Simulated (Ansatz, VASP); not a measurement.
InSb3 in VASP and in Ansatz

```
In Sb
1.0
     0.00000    3.79455    3.79455
     3.79455    0.00000    3.79455
     3.79455    3.79455    0.00000
In Sb
1 3
Direct
  0.00000 0.00000 0.00000
  0.25000 0.25000 0.25000
  0.75000 0.75000 0.75000
  0.50000 0.50000 0.50000
```

Alike in both runs: task single point; functional PBE; k mesh 2 × 2 × 2; occupations gaussian, width 0.1 eV; no spin polarisation.

|  | VASP | Ansatz |
| --- | --- | --- |
| version | VASP 6.6.1 | Ansatz 0.2.0 |
| potentials or method | VASP PAW PBE potentials, release 64 (In_d, Sb), cutoff 500 eV | scalar-relativistic, plane waves, PAW |
| valence electrons in the cell | 28 | 58 |

```csv
,VASP,Ansatz,Ansatz less VASP
gap on the k mesh at the Fermi level (eV),none,none,-
pressure (GPa),1.1,1.2,+0.10
```

A gap of «none» marks a metal or a gap that the smearing closes. The functional is the same, so the differences come from potentials, cutoffs and numerics. VASP's potentials hold 28 valence electrons a cell and Ansatz's 58, so a difference there can come from the potentials and not from the codes. Ansatz's warnings: force scf threshold loose, stress scf threshold loose.

The k mesh is coarse, so the values compare programs but aren't converged. Neither program's run includes spin-orbit coupling.
